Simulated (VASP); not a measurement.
A run of VASP 6.6.1:

The input INCAR:

```
SYSTEM = Ca11Mg5S16
PREC = Accurate
ENCUT = 520
EDIFF = 1E-7
ISMEAR = -1
SIGMA = 0.05
LREAL = Auto
LASPH = .TRUE.
NELM = 60
ALGO = Normal
ISIF = 2
LWAVE = .FALSE.
LCHARG = .FALSE.
GGA = PS
NBANDS = 254
```

KPOINTS

```
Automatic mesh
0
Gamma
  1 1 1
  0.5 0.5 0.5
```

POSCAR

```
Ca11Mg5S16
1.0
   10.9988474199      0.0000000000      0.0000000000
    0.0000000000     10.9988474199      0.0000000000
    0.0000000000      0.0000000000     10.9988474199
S Ca Mg
32 22 10
Direct
    0.2584360000      0.9990540000      0.9932500000
    0.2603560000      0.9912900000      0.5072600000
    0.2441350000      0.5003290000      0.0085060000
    0.2588810000      0.5078410000      0.4915660000
    0.7416660000      0.9995550000      0.0002080000
    0.7396460000      0.9989120000      0.5001890000
    0.7560460000      0.4998190000      0.0090010000
    0.7413760000      0.5001320000      0.4911180000
    0.0001920000      0.2563800000      0.0069570000
    0.0005240000      0.2500450000      0.4937110000
    0.0004960000      0.7429400000      0.0005440000
    0.0071110000      0.7489950000      0.4994910000
    0.5000400000      0.2423390000      0.9931880000
    0.4992900000      0.2474730000      0.5078130000
    0.4994680000      0.7567920000      0.9995010000
    0.4920640000      0.7513120000      0.5008170000
    0.0004470000      0.0073420000      0.2496700000
    0.0072930000      0.0007260000      0.7505860000
    0.0000580000      0.4908980000      0.2424620000
    0.0004560000      0.4985700000      0.7568880000
    0.4991730000      0.0007920000      0.2512160000
    0.4913530000      0.0084840000      0.7494550000
    0.5000650000      0.4982910000      0.2576980000
    0.4993060000      0.4915350000      0.7423380000
    0.2428320000      0.2580260000      0.2510540000
    0.2562600000      0.2429820000      0.7497370000
    0.2491700000      0.7415140000      0.2576880000
    0.2500650000      0.7563250000      0.7424470000
    0.7573320000      0.2584240000      0.2504550000
    0.7435470000      0.2496560000      0.7502900000
    0.7505150000      0.7409670000      0.2506040000
    0.7490960000      0.7494970000      0.7494870000
    0.0014690000      0.0010680000      0.0002070000
    0.0030080000      0.9995230000      0.5002110000
    0.0014770000      0.4994120000      0.4956460000
    0.4999060000      0.4982100000      0.0018480000
    0.2502890000      0.2498040000      0.0004100000
    0.2522960000      0.2496250000      0.5004560000
    0.2502160000      0.7496110000      0.0001990000
    0.7500070000      0.2507830000      0.0014550000
    0.7474770000      0.2506030000      0.4993590000
    0.7498160000      0.7485750000      0.0012390000
    0.7464540000      0.7484820000      0.4988960000
    0.2514370000      0.9997380000      0.2515200000
    0.2510990000      0.4995120000      0.7486290000
    0.7482210000      0.0010490000      0.2502430000
    0.7450020000      0.0007790000      0.7501030000
    0.7487270000      0.4983930000      0.7499030000
    0.0013000000      0.2497470000      0.7514520000
    0.0009250000      0.7449860000      0.2500170000
    0.0018320000      0.7495960000      0.7498840000
    0.4998630000      0.2504660000      0.2521350000
    0.4986460000      0.7485310000      0.2525380000
    0.4974320000      0.7527060000      0.7479310000
    0.0002190000      0.4978730000      0.0049800000
    0.4982490000      0.0015620000      0.9961430000
    0.4973070000      0.9999560000      0.5033370000
    0.4984630000      0.4998990000      0.4978590000
    0.2538010000      0.7495520000      0.4999300000
    0.2543850000      0.9998170000      0.7487030000
    0.2489830000      0.4995810000      0.2514320000
    0.7511760000      0.4980560000      0.2501520000
    0.0002200000      0.2540270000      0.2486730000
    0.4980500000      0.2469770000      0.7480740000
```

Potentials or basis: VASP PAW PBE potentials, release 64 (S, Ca_sv, Mg).

Run with:

```sh
$ cat potpaw_PBE.64/S/POTCAR potpaw_PBE.64/Ca_sv/POTCAR potpaw_PBE.64/Mg/POTCAR > POTCAR
$ mpirun -np 1 vasp_std > vasp.out
```

Hardware: 1 thread of Intel Xeon 8259CL, on a shared host.

Question: Estimate the wall time of this run.

Answer: Wall time 29 min on 1 thread of Intel Xeon 8259CL, with other jobs on the host, peak memory 1.2 GiB. Counts: scf iterations 19, k points 1.
